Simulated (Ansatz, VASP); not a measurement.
# One calculation of BaB, two programs

```xyz
2
Lattice="0.0000 3.1234 3.1234 3.1234 0.0000 3.1234 3.1234 3.1234 0.0000" Properties=species:S:1:pos:R:3 pbc="T T T"
Ba    3.1234    3.1234    3.1234
B     0.0000    0.0000    0.0000
```

Alike in both runs: task single point; functional PBE; k mesh 10 × 10 × 10; occupations gaussian, width 0.05 eV; no spin polarisation.

```csv
,VASP,Ansatz
version,VASP 6.6.1,Ansatz 0.2.0
potentials or method,"VASP PAW PBE potentials, release 64 (Ba_sv, B), cutoff 520 eV","scalar-relativistic, plane waves, PAW"
valence electrons in the cell,13,13
```

VASP gave:

* gap on the k mesh at the Fermi level (eV): none
* pressure (GPa): -0.5

Question: What did Ansatz give for the same quantities?

Answer: gap on the k mesh at the Fermi level (eV): none; pressure (GPa): -0.9.

A gap of «none» marks a metal or a gap that the smearing closes.

Neither program's run includes spin-orbit coupling.
